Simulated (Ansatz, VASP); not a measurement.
**Two plane-wave programs on C**

File INCAR:

```
SYSTEM = C
  ALGO = Normal
  EDIFF = 1E-6
  ENCUT = 600
  GGA = PE
  GGA_COMPAT = .FALSE.
  ISIF = 2
  ISMEAR = -1
  LASPH = .TRUE.
  LCHARG = .FALSE.
  LREAL = .FALSE.
  LWAVE = .FALSE.
  NBANDS = 16
  NELM = 120
  PREC = Accurate
  SIGMA = 0.02
```

The input KPOINTS:

```
k-points
0
G
  12 12 4
  0 0 0
```

Contents of POSCAR:

```
C
1.0
    2.4553982098      0.0000000000      0.0000000000
   -1.2276991049      2.1264372261      0.0000000000
    0.0000000000      0.0000000000      6.6643908340
C
4
Direct
    0.0000000000      0.0000000000      0.2500000000
    0.0000000000      0.0000000000      0.7500000000
    0.3333333333      0.6666666667      0.2500000000
    0.6666666667      0.3333333333      0.7500000000
```

Input for Ansatz:

```yaml
crystal:
  lattice:
    - [2.4553982098, 0.0, 0.0]
    - [-1.2276991049, 2.1264372261, 0.0]
    - [0.0, 0.0, 6.664390834]
  atoms:
    - { symbol: C, position: [0.0, 0.0, 0.25] }
    - { symbol: C, position: [0.0, 0.0, 0.75] }
    - { symbol: C, position: [0.3333333333, 0.6666666667, 0.25] }
    - { symbol: C, position: [0.6666666667, 0.3333333333, 0.75] }
kpoints:
  mp_grid: { grid: [12, 12, 4] }
  band_path:
    path:
      - [0.0, 0.0, 0.0]
      - [0.5, 0.0, 0.0]
      - [0.3333333333, 0.3333333333, 0.0]
      - [0.0, 0.0, 0.5]
      - [0.5, 0.0, 0.5]
      - [0.3333333333, 0.3333333333, 0.5]
      - [0.3333333333, 0.3333333333, 0.45]
    npoints: 1
hamiltonian:
  xc: pbe
scf:
  occupations: { method: fermi_dirac, width: 0.02 }
  n_extra_bands: 5
output:
  forces: true
  stress: true
  eigenvalues: true
```

Alike in both runs: task single point; functional PBE; k mesh 12 × 12 × 4; occupations fermi-dirac, width 0.02 eV; no spin polarisation.

```csv
,VASP,Ansatz
version,VASP 6.6.1,Ansatz 0.2.0
potentials or method,"VASP PAW PBE potentials, release 64 (C)","plane waves, PAW"
plane-wave cutoff (eV),600,420
valence electrons in the cell,16,16
```

|  | VASP | Ansatz | Ansatz less VASP |
| --- | --- | --- | --- |
| pressure (GPa) | 4.9 | 4.8 | -0.02 |
| traceless stress, the component that is largest in VASP (GPa) | -1.43 | -1.08 | +0.351 |
